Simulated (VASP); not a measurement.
# RbBr (Pm-3m) in VASP: a series of runs

Runs on RbBr. Level: PBEsol. Tasks: single point, relaxation of cell and atoms.

Everything below comes from runs of VASP 6.6.1. Logs are shortened: lines on timing, memory, paths and dates and some standing lists are left out, and cuts for length are marked.

## (1) The cell of the first run

The structure is cubic, space group Pm-3m (No. 221). Conventional cell: a = 4.004 Å, b = 4.004 Å, c = 4.004 Å, α = 90.00°, β = 90.00°, γ = 90.00°. Rb (site symmetry m-3m) has 8 Br at 3.47 Å and 6 Rb at 4.00 Å within 4.6 Å. Br (site symmetry m-3m) has 8 Rb at 3.47 Å and 6 Br at 4.00 Å within 4.6 Å.

## (2) Single point, PBEsol

The input, INCAR:

```
SYSTEM = RbBr
  PREC = Accurate
  ENCUT = 520
  EDIFF = 1E-7
  ISMEAR = 0
  SIGMA = 0.01
  LREAL = .FALSE.
  LASPH = .TRUE.
  NELM = 100
  ALGO = Normal
  ISIF = 2
  LWAVE = .FALSE.
  LCHARG = .TRUE.
  GGA = PS
  LELF = .TRUE.
  LVHAR = .TRUE.
  NBANDS = 15
```

The input, KPOINTS:

```
regular mesh
0
G
  6 6 6
  0 0 0
```

The input, POSCAR:

```
RbBr
1.0
    4.0035468074      0.0000000000      0.0000000000
    0.0000000000      4.0035468074      0.0000000000
    0.0000000000      0.0000000000      4.0035468074
Rb Br
1 1
Direct
    0.0000000000      0.0000000000      0.0000000000
    0.5000000000      0.5000000000      0.5000000000
```

Potentials or basis: VASP PAW PBE potentials, release 64 (Rb_sv, Br).

Run with:

```
> cat potpaw_PBE.64/Rb_sv/POTCAR potpaw_PBE.64/Br/POTCAR > POTCAR
> mpirun -np 1 vasp_std > vasp.out
```

OUTCAR:

```text
SYSTEM = RbBr
   PREC = Accurate
   ENCUT = 520
   EDIFF = 1E-7
   ISMEAR = 0
   LREAL = .FALSE.
   LASPH = .TRUE.
   NELM = 100
   ISIF = 2
   GGA = PS

 ion  position               nearest neighbor table
   1  0.000  0.000  0.000-   2 3.47   2 3.47   2 3.47   2 3.47   2 3.47   2 3.47   2 3.47   2 3.47

   2  0.500  0.500  0.500-   1 3.47   1 3.47   1 3.47   1 3.47   1 3.47   1 3.47   1 3.47   1 3.47

  LATTYP: Found a simple cubic cell.
 ALAT       =     4.0035468074

  Lattice vectors:

 A1 = (   4.0035468074,   0.0000000000,   0.0000000000)
 A2 = (   0.0000000000,   4.0035468074,   0.0000000000)
 A3 = (   0.0000000000,   0.0000000000,   4.0035468074)

Analysis of symmetry for initial positions (statically):
=====================================================================
 Subroutine PRICEL returns:
 Original cell was already a primitive cell.

 Routine SETGRP: Setting up the symmetry group for a
 simple cubic supercell.

 Subroutine GETGRP returns: Found 48 space group operations
 (whereof 48 operations were pure point group operations)
 out of a pool of 48 trial point group operations.

The static configuration has the point symmetry O_h .

Analysis of symmetry for dynamics (positions and initial velocities):
=====================================================================
 Subroutine PRICEL returns:
 Original cell was already a primitive cell.

 Routine SETGRP: Setting up the symmetry group for a
 simple cubic supercell.

 Subroutine GETGRP returns: Found 48 space group operations
 (whereof 48 operations were pure point group operations)
 out of a pool of 48 trial point group operations.

The dynamic configuration has the point symmetry O_h .

 Subroutine INISYM returns: Found 48 space group operations
 (whereof 48 operations are pure point group operations),
 and found     1 'primitive' translations

----------------------------------------------------------------------------------------

                                     Primitive cell

  volume of cell :      64.1704

  direct lattice vectors                    reciprocal lattice vectors
     4.003546807  0.000000000  0.000000000     0.249778521  0.000000000  0.000000000
     0.000000000  4.003546807  0.000000000     0.000000000  0.249778521  0.000000000
     0.000000000  0.000000000  4.003546807     0.000000000  0.000000000  0.249778521

  length of vectors
     4.003546807  4.003546807  4.003546807     0.249778521  0.249778521  0.249778521

  position of ions in fractional coordinates (direct lattice)
     0.000000000  0.000000000  0.000000000
     0.500000000  0.500000000  0.500000000

  ion indices of the primitive-cell ions
   primitive index   ion index
                 1           1
                 2           2

----------------------------------------------------------------------------------------

 KPOINTS: regular mesh

Automatic generation of k-mesh.
 Grid dimensions read from file:
 generate k-points for:    6    6    6

 Generating k-lattice:

  Cartesian coordinates                     Fractional coordinates (reciprocal lattice)
     0.041629753  0.000000000  0.000000000     0.166666667  0.000000000  0.000000000
     0.000000000  0.041629753  0.000000000     0.000000000  0.166666667  0.000000000
     0.000000000  0.000000000  0.041629753     0.000000000  0.000000000  0.166666667

  Length of vectors
     0.041629753  0.041629753  0.041629753

  Shift w.r.t. Gamma in fractional coordinates (k-lattice)
     0.000000000  0.000000000  0.000000000

 Subroutine IBZKPT returns following result:
 ===========================================

 Found     20 irreducible k-points:

 Following reciprocal coordinates:
            Coordinates               Weight
  0.000000  0.000000  0.000000      1.000000
  0.166667  0.000000  0.000000      6.000000
  0.333333  0.000000  0.000000      6.000000
  0.500000  0.000000  0.000000      3.000000
  0.166667  0.166667  0.000000     12.000000
  0.333333  0.166667  0.000000     24.000000
[... 12 lines left out ...]
  0.500000  0.500000  0.333333      6.000000
  0.500000  0.500000  0.500000      1.000000
   k-points           NKPTS =     20   k-points in BZ     NKDIM =     20   number of bands    NBANDS=     15
   number of dos      NEDOS =    301   number of ions     NIONS =      2
   total plane-waves  NPLWV =  27000
   dimension x,y,z NGX =    30 NGY =   30 NGZ =   30
   dimension x,y,z NGXF=    60 NGYF=   60 NGZF=   60
   ions per type =               1   1
   NGX,Y,Z   is equivalent  to a cutoff of  12.46, 12.46, 12.46 a.u.
   NGXF,Y,Z  is equivalent  to a cutoff of  24.91, 24.91, 24.91 a.u.
 SYSTEM =  RbBr
   PREC   = accura    normal or accurate (medium, high low for compatibility)
   ISTART =      0    job   : 0-new  1-cont  2-samecut
   ICHARG =      2    charge: 1-file 2-atom 10-const
   ISPIN  =      1    spin polarized calculation?
   LNONCOLLINEAR =      F non collinear calculations
   LSORBIT =      F    spin-orbit coupling
   LASPH  =      T    aspherical Exc in radial PAW
   ENCUT  =  520.0 eV  38.22 Ry    6.18 a.u.   7.44  7.44  7.44*2*pi/ulx,y,z
   NELM   =    100;   NELMIN=  2; NELMDL= -5     # of ELM steps
   EDIFF  = 0.1E-06   stopping-criterion for ELM
   LREAL  =      F    real-space projection
   EDIFFG = 0.1E-05   stopping-criterion for IOM
   NSW    =      0    number of steps for IOM
   IBRION =     -1    ionic relax: 0-MD 1-quasi-New 2-CG
   NFREE  =      0    steps in history (QN), initial steepest desc. (CG)
   ISIF   =      2    stress and relaxation
   ISYM   =      2    0-nonsym 1-usesym 2-fastsym
   POTIM  = 0.5000    time-step for ionic-motion
   TEBEG  =    0.0;   TEEND  =   0.0 temperature during run
   PSTRESS=    0.0 pullay stress
   NELECT =      16.0000    total number of electrons
   NUPDOWN=      -1.0000    fix difference up-down
   EMIN   =  10.00;   EMAX   =-10.00  energy-range for DOS
   EFERMI =   0.00;   METHOD = LEGACY
   ISMEAR =     0;   SIGMA  =   0.01  broadening in eV -4-tet -1-fermi 0-gaus
   EFERMI_NEDOS =   21; number of points for ismear=-14 and -15
   IALGO  =     38    algorithm
   IMIX   =      4    mixing-type and parameters
     AMIX     =   0.40;   BMIX     =  1.00
     AMIX_MAG =   1.60;   BMIX_MAG =  1.00
  volume/ion in A,a.u.               =      32.09       216.52
  Fermi-wavevector in a.u.,A,eV,Ry     =   1.030394  1.947162 14.445461  1.061711
  Thomas-Fermi vector in A             =   2.164490
   LORBIT       =      0    0 simple, 1 ext, 2 COOP (PROOUT), +10 PAW based schemes
   GGA     = PS    functional components
   LHFCALC =     F    Hartree Fock is set to
   AEXX    =    0.0000 exact exchange contribution
   IVDW    =     0    specifies the selected vdW correction
   LEPSILON=     F    determine dielectric tensor
   LRPA    =     F    only Hartree local field effects (RPA)
 non-spin polarized calculation
 Gauss-broadening in eV      SIGMA  =   0.01
  energy-cutoff  :      520.00
  volume of cell :       64.17
 maximum number of plane-waves:      1755
 NGX is ok and might be reduce to    30
   NGX = 15   NGY = 15   NGZ = 15

 number of electron      15.9999996 magnetization

 Free energy of the ion-electron system (eV)
  ---------------------------------------------------
  ext. energy  EPLUGINS =         0.00000000
  ---------------------------------------------------
  free energy    TOTEN  =        -6.28959379 eV

  energy without entropy =       -6.28959379  energy(sigma->0) =       -6.28959379

 E-fermi :  -0.2003     XC(G=0):  -8.5220

 val. band max:       -0.3102127178   @ k =   0.5000   0.5000   0.0000
 cond. band min:       3.9095602509   @ k =   0.0000   0.0000   0.0000
 fundamental gap:      4.2197729687
 Fermi energy:        -0.2002992131

 k-point     1 :       0.0000    0.0000    0.0000
  band No.  band energies     occupation
      1     -25.2250      2.00000
      2     -13.1112      2.00000
      3      -9.2012      2.00000
      4      -9.2012      2.00000
      5      -9.2012      2.00000
      6      -0.4673      2.00000
      7      -0.4673      2.00000
      8      -0.4673      2.00000
      9       3.9096      0.00000
     10       5.0158      0.00000
     11       5.0158      0.00000
     12       9.8268      0.00000
     13       9.8268      0.00000
     14       9.8268      0.00000
     15      12.6495      0.00000

 k-point     2 :       0.1667    0.0000    0.0000
  band No.  band energies     occupation
      1     -25.2171      2.00000
      2     -13.1130      2.00000
      3      -9.2452      2.00000
      4      -9.1839      2.00000
      5      -9.1839      2.00000
      6      -1.0698      2.00000
      7      -0.4978      2.00000
      8      -0.4978      2.00000
      9       4.6316      0.00000
     10       5.2429      0.00000
     11       5.7305      0.00000
     12       9.6845      0.00000
     13       9.6845      0.00000
     14       9.9992      0.00000
     15      11.2118      0.00000

 k-point     3 :       0.3333    0.0000    0.0000
  band No.  band energies     occupation
      1     -25.2013      2.00000
      2     -13.1200      2.00000
      3      -9.3178      2.00000
      4      -9.1490      2.00000
      5      -9.1490      2.00000
      6      -1.9625      2.00000
      7      -0.5616      2.00000
      8      -0.5616      2.00000
      9       5.8806      0.00000
     10       6.0378      0.00000
     11       7.1966      0.00000
     12       9.3007      0.00000
     13       9.6377      0.00000
     14       9.6377      0.00000
     15      10.4329      0.00000
[... 271 lines left out ...]
 k-point    19 :       0.5000    0.5000    0.3333
  band No.  band energies     occupation
      1     -25.1452      2.00000
      2     -12.7634      2.00000
      3      -9.5297      2.00000
      4      -9.5297      2.00000
      5      -9.3982      2.00000
      6      -1.8106      2.00000
      7      -1.8106      2.00000
      8      -1.5913      2.00000
      9       6.9722      0.00000
     10       7.8609      0.00000
     11       7.8609      0.00000
     12       8.5087      0.00000
     13       9.9423      0.00000
     14       9.9423      0.00000
     15      12.3132      0.00000

 k-point    20 :       0.5000    0.5000    0.5000
  band No.  band energies     occupation
      1     -25.1385      2.00000
      2     -12.7268      2.00000
      3      -9.4966      2.00000
      4      -9.4966      2.00000
      5      -9.4966      2.00000
      6      -1.9190      2.00000
      7      -1.9190      2.00000
      8      -1.9190      2.00000
      9       8.1002      0.00000
     10       8.1002      0.00000
     11       8.1002      0.00000
     12       9.4350      0.00000
     13       9.4350      0.00000
     14       9.4350      0.00000
     15      12.3782      0.00000

------------------------ aborting loop because EDIFF is reached ----------------------------------------

  FORCE on cell =-STRESS in cart. coord.  units (eV):
  Direction    XX          YY          ZZ          XY          YZ          ZX
  --------------------------------------------------------------------------------------
  -------------------------------------------------------------------------------------
  Total        0.4275125      0.4275125      0.4275125      0.0000000      0.0000000     -0.0000000
  in kB       10.6739387     10.6739387     10.6739387      0.0000000      0.0000000     -0.0000000
  external PRESSURE =      10.6739387 kB  Pullay stress =       0.0000000 kB

 VOLUME and BASIS-vectors are now :
 -----------------------------------------------------------------------------
  energy-cutoff  :      520.00
  volume of cell :       64.17
      direct lattice vectors                 reciprocal lattice vectors
     4.003546807  0.000000000  0.000000000     0.249778521  0.000000000  0.000000000
     0.000000000  4.003546807  0.000000000     0.000000000  0.249778521  0.000000000
     0.000000000  0.000000000  4.003546807     0.000000000  0.000000000  0.249778521

 POSITION                                       TOTAL-FORCE (eV/Angst)
 -----------------------------------------------------------------------------------
      0.00000      0.00000      0.00000         0.000000      0.000000      0.000000
      2.00177      2.00177      2.00177         0.000000      0.000000      0.000000
 -----------------------------------------------------------------------------------
    total drift:                                0.000000      0.000000     -0.000000

  FREE ENERGIE OF THE ION-ELECTRON SYSTEM (eV)
  ---------------------------------------------------
  free  energy   TOTEN  =        -6.2895937866 eV

  energy  without entropy=       -6.2895937866  energy(sigma->0) =       -6.28959379
```

Run time: 9.6 s. Hardware: 1 thread of Intel Xeon 6975P-C (Granite Rapids), shared host; peak memory 0.16 GiB.

What came out:

| Item | Value |
| --- | --- |
| Free energy | -6.2896 eV |
| Pressure | 1.1 GPa |
| Band gap on the k mesh | 4.22 eV (least direct gap 4.38 eV) |

Levels at points of the mesh, in eV from the valence-band top:
| k point | band 5 | band 6 | band 7 | band 8 | band 9 | band 10 | band 11 | band 12 |
| --- | --- | --- | --- | --- | --- | --- | --- | --- |
| (0.00, 0.00, 0.00) | -8.89 | -0.16 | -0.16 | -0.16 | 4.22 | 5.33 | 5.33 | 10.14 |
| (0.50, 0.00, 0.00) | -8.82 | -2.02 | -0.28 | -0.28 | 6.78 | 7.37 | 8.04 | 8.57 |
| (0.50, 0.50, 0.00) | -8.78 | -1.17 | -1.17 | 0.00 | 5.19 | 6.16 | 7.94 | 7.94 |
| (0.50, 0.50, 0.50) | -9.19 | -1.61 | -1.61 | -1.61 | 8.41 | 8.41 | 8.41 | 9.75 |

Caveat: the PAW data sets were made with another functional, which shifts forces and pressure a little. A k mesh can miss the band edges.

## (3) Relaxation of cell and atoms, PBEsol, target pressure 1 GPa, at which the enthalpy is minimised

This run uses another cell than the first one, of 33.71 Å³/atom.

The input, INCAR:

```
SYSTEM = RbBr
PREC = Accurate
ENCUT = 600
EDIFF = 1E-6
ISMEAR = 0
SIGMA = 0.01
LREAL = .FALSE.
LASPH = .TRUE.
NELM = 100
ALGO = Normal
ISIF = 3
LWAVE = .FALSE.
LCHARG = .FALSE.
GGA = PS
IBRION = 2
NSW = 100
EDIFFG = -0.002
PSTRESS = 10.0
```

The input, KPOINTS:

```
Automatic mesh
0
G
  6 6 6
  0 0 0
```

The input, POSCAR:

```
RbBr
1.0
    4.0700891042      0.0000000000      0.0000000000
    0.0000000000      4.0700891042      0.0000000000
    0.0000000000      0.0000000000      4.0700891042
Rb Br
1 1
Direct
    0.0000000000      0.0000000000      0.0000000000
    0.5000000000      0.5000000000      0.5000000000
```

Potentials or basis: VASP PAW PBE potentials, release 64 (Rb_sv, Br).

Run with:

```
> cat potpaw_PBE.64/Rb_sv/POTCAR potpaw_PBE.64/Br/POTCAR > POTCAR
> mpirun -np 1 vasp_std > vasp.out
```

OUTCAR:

```text
SYSTEM = RbBr
   PREC = Accurate
   ENCUT = 600
   EDIFF = 1E-6
   ISMEAR = 0
   LREAL = .FALSE.
   LASPH = .TRUE.
   NELM = 100
   ISIF = 3
   GGA = PS
   IBRION = 2
   NSW = 100
   EDIFFG = -0.002
   PSTRESS = 10.0

 ion  position               nearest neighbor table
   1  0.000  0.000  0.000-   2 3.52   2 3.52   2 3.52   2 3.52   2 3.52   2 3.52   2 3.52   2 3.52

   2  0.500  0.500  0.500-   1 3.52   1 3.52   1 3.52   1 3.52   1 3.52   1 3.52   1 3.52   1 3.52

  LATTYP: Found a simple cubic cell.
 ALAT       =     4.0700891042

  Lattice vectors:

 A1 = (   4.0700891042,   0.0000000000,   0.0000000000)
 A2 = (   0.0000000000,   4.0700891042,   0.0000000000)
 A3 = (   0.0000000000,   0.0000000000,   4.0700891042)

Analysis of symmetry for initial positions (statically):
=====================================================================
 Subroutine PRICEL returns:
 Original cell was already a primitive cell.

 Routine SETGRP: Setting up the symmetry group for a
 simple cubic supercell.

 Subroutine GETGRP returns: Found 48 space group operations
 (whereof 48 operations were pure point group operations)
 out of a pool of 48 trial point group operations.

[... 148 lines left out ...]

--------------------------------------- Ionic step        1  -------------------------------------------

 number of electron      16.0000000 magnetization

 Free energy of the ion-electron system (eV)
  ---------------------------------------------------
  ext. energy  EPLUGINS =         0.00000000
  ---------------------------------------------------
  free energy    TOTEN  =        -6.30101417 eV

  energy without entropy =       -6.30101417  energy(sigma->0) =       -6.30101417

------------------------ aborting loop because EDIFF is reached ----------------------------------------

  FORCE on cell =-STRESS in cart. coord.  units (eV):
  Direction    XX          YY          ZZ          XY          YZ          ZX
  --------------------------------------------------------------------------------------
  -------------------------------------------------------------------------------------
  Total        0.0364461      0.0364461      0.0364461      0.0000000      0.0000000      0.0000000
  in kB        0.8660630      0.8660630      0.8660630      0.0000000      0.0000000      0.0000000
  external PRESSURE =      -9.1339370 kB  Pullay stress =      10.0000000 kB
[... 63 lines left out ...]
--------------------------------------- Ionic step        3  -------------------------------------------

 number of electron      15.9999999 magnetization

 Free energy of the ion-electron system (eV)
  ---------------------------------------------------
  ext. energy  EPLUGINS =         0.00000000
  ---------------------------------------------------
  free energy    TOTEN  =        -6.29083987 eV

  energy without entropy =       -6.29083987  energy(sigma->0) =       -6.29083987

 E-fermi :  -0.2317     XC(G=0):  -8.5104

 val. band max:       -0.3237756609   @ k =   0.5000   0.5000   0.0000
 cond. band min:       3.8858815193   @ k =   0.0000   0.0000   0.0000
 fundamental gap:      4.2096571802
 Fermi energy:        -0.2317225086

 k-point     1 :       0.0000    0.0000    0.0000
  band No.  band energies     occupation
      1     -25.2414      2.00000
      2     -13.1203      2.00000
      3      -9.2180      2.00000
      4      -9.2180      2.00000
      5      -9.2180      2.00000
      6      -0.4810      2.00000
      7      -0.4810      2.00000
      8      -0.4810      2.00000
      9       3.8859      0.00000
     10       5.0065      0.00000
     11       5.0065      0.00000
     12       9.8066      0.00000
[... 316 lines left out ...]
  energy  without entropy=       -6.2908398659  energy(sigma->0) =       -6.29083987

  enthalpy is  TOTEN    =        -5.8892967253 eV   P V=        0.4015431406

 reached required accuracy - stopping structural energy minimisation
```

CONTCAR:

```text
RbBr
   1.00000000000000
     4.0069531500312952   -0.0000000000000000    0.0000000000000000
     0.0000000000000000    4.0069531500312952    0.0000000000000000
     0.0000000000000000    0.0000000000000000    4.0069531500312952
  Rb              Br
     1     1
Direct
     0.0000000000000000    0.0000000000000000    0.0000000000000000
     0.5000000000000000    0.5000000000000000    0.5000000000000000

  0.00000000E+00  0.00000000E+00  0.00000000E+00
  0.00000000E+00  0.00000000E+00  0.00000000E+00
```

Run time: 20 s. Hardware: 1 thread of Intel Xeon 6975P-C (Granite Rapids), shared host; peak memory 0.22 GiB.

What came out:

```yaml
Free_energy: -6.2908 eV
Relaxed_volume: 32.17 Å³/atom
Relaxed_cell: a = 4.007 Å, b = 4.007 Å, c = 4.007 Å, α = 90.00°, β = 90.00°, γ = 90.00°
Space_group_after_relaxing_to_0.1_Å: Pm-3m (No. 221)
Energy_change_on_relaxing_the_run_minimises_the_enthalpy: +5.1 meV/atom
Ionic_steps: 3
Pressure_after_relaxing: 1.0 GPa
Band_gap_on_the_k_mesh: 4.21 eV (least direct gap 4.37 eV)
```

Step by step:
| step | energy change (eV) | largest force (eV/Å) | pressure (GPa) | volume (Å³) |
| --- | --- | --- | --- | --- |
| 1 | 0.0000 | 0.0000 | 0.09 | 67.42 |
| 2 | 0.0040 | 0.0000 | 0.61 | 65.57 |
| 3 | 0.0102 | 0.0000 | 1.01 | 64.33 |

Final structure:
```yaml
crystal:
  lattice:
    - [4.00695, 0.00000, 0.00000]
    - [0.00000, 4.00695, 0.00000]
    - [0.00000, 0.00000, 4.00695]
  atoms:
    - { symbol: Rb, position: [0.00000, 0.00000, 0.00000] }
    - { symbol: Br, position: [0.50000, 0.50000, 0.50000] }
```

Caveat: the cell is relaxed towards a set pressure, so the run minimises the enthalpy, not the energy; the PAW data sets were made with another functional, which shifts forces and pressure a little. A k mesh can miss the band edges.

(Part 1 of 2 ends here.)
